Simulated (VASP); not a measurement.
A run of VASP 6.6.1 is set up as follows.

File POSCAR:

```
Cr3Ni
1.0
    0.0000000000      2.8799300000      2.8799300000
    2.8799300000      0.0000000000      2.8799300000
    2.8799300000      2.8799300000      0.0000000000
Cr Ni
3 1
Direct
    0.7500000000      0.7500000000      0.7500000000
    0.2500000000      0.2500000000      0.2500000000
    0.5000000000      0.5000000000      0.5000000000
    0.0000000000      0.0000000000      0.0000000000
```

Contents of INCAR.step1:

```
ALGO = Normal
EDIFF = 1E-4
ENCUT = 520
GGA = PE
ISMEAR = -1
ISPIN = 2
LASPH = T
LCHARG = F
LMAXMIX = 4
LREAL = F
LWAVE = T
MAGMOM = 2.4 2.4 -2.4 -1.2
NBANDS = 35
NELM = 150
PREC = Accurate
SIGMA = 0.05
```

Contents of INCAR.step2:

```
ALGO = Normal
EDIFF = 1E-6
ENCUT = 520
ISIF = 2
ISMEAR = -1
ISPIN = 2
ISTART = 1
LASPH = T
LCHARG = F
LMAXMIX = 4
LMIXTAU = T
LORBIT = 11
LREAL = F
LWAVE = F
MAGMOM = 2.4 2.4 -2.4 -1.2
METAGGA = R2SCAN
NBANDS = 35
NELM = 150
PREC = Accurate
SIGMA = 0.05
```

Contents of KPOINTS:

```
k-points
0
Gamma
  7 7 7
```

Potentials or basis: VASP PAW PBE potentials, release 64 (Cr_pv, Ni).

Command:

```sh
$ cat potpaw_PBE.64/Cr_pv/POTCAR potpaw_PBE.64/Ni/POTCAR > POTCAR
$ cp INCAR.step1 INCAR
$ mpirun -np 1 vasp_std > vasp.out
$ cp INCAR.step2 INCAR
$ mpirun -np 1 vasp_std > vasp.out
```

(1) Estimate the pressure.

(2) Estimate the net moment.

(3) What does it give for the site moments?

Answers

(1) 9.1 GPa.

(2) 4.07 μB per cell.

(3) Cr +2.77, -2.32 (each value once); Ni +0.82 μB.

Caveat: the cell stands under pressure; the PAW data sets were made with another functional, which shifts forces and pressure a little.
